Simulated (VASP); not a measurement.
A run of VASP 6.6.1:

The input POSCAR:

```
K
1.0
   -2.6722413950      2.6722413950      2.6722413950
    2.6722413950     -2.6722413950      2.6722413950
    2.6722413950      2.6722413950     -2.6722413950
K
1
Direct
    0.0000000000      0.0000000000      0.0000000000
```

The input INCAR.step1:

```
SYSTEM = K
PREC     = Accurate       ! precision mode
ENCUT    = 520            ! plane-wave cutoff, eV
ISMEAR   = -1             ! smearing method
SIGMA    = 0.05           ! smearing width, eV
LREAL    = .FALSE.        ! projectors in reciprocal space
LASPH    = .TRUE.         ! aspherical terms in the spheres
NELM     = 100            ! most SCF steps
NBANDS   = 10             ! bands
GGA      = PE             ! functional
ALGO     = Normal         ! electronic algorithm
EDIFF    = 1E-4           ! SCF threshold, eV
LWAVE    = .TRUE.         ! write WAVECAR
LCHARG   = .FALSE.        ! write CHGCAR
```

INCAR.step2

```
SYSTEM = K
PREC     = Accurate       ! precision mode
ENCUT    = 520            ! plane-wave cutoff, eV
EDIFF    = 1E-7           ! SCF threshold, eV
ISMEAR   = -1             ! smearing method
SIGMA    = 0.05           ! smearing width, eV
LREAL    = .FALSE.        ! projectors in reciprocal space
LASPH    = .TRUE.         ! aspherical terms in the spheres
NELM     = 100            ! most SCF steps
ALGO     = Normal         ! electronic algorithm
ISIF     = 2              ! what is computed and relaxed
LWAVE    = .FALSE.        ! write WAVECAR
LCHARG   = .FALSE.        ! write CHGCAR
METAGGA  = R2SCAN         ! meta-GGA
LMIXTAU  = .TRUE.       
NBANDS   = 10             ! bands
ISTART   = 1
```

The input KPOINTS:

```
Automatic mesh
0
G
  7 7 7
  0 0 0
```

Potentials or basis: VASP PAW PBE potentials, release 64 (K_sv).

Run with:

```sh
$ cat potpaw_PBE.64/K_sv/POTCAR > POTCAR
$ cp INCAR.step1 INCAR
$ mpirun -np 1 vasp_std > vasp.out
$ cp INCAR.step2 INCAR
$ mpirun -np 1 vasp_std > vasp.out
```

Hardware: 1 thread of Intel(R) Xeon(R) Platinum 8259CL CPU @ 2.50GHz (Skylake/Cascade Lake), on a shared host.

Problem. Estimate the wall time of this run.

Solution. It took 50 s on 1 thread of Intel(R) Xeon(R) Platinum 8259CL CPU @ 2.50GHz (Skylake/Cascade Lake), with other jobs on the host, peak memory 0.2 GiB. Counts: k points 20.
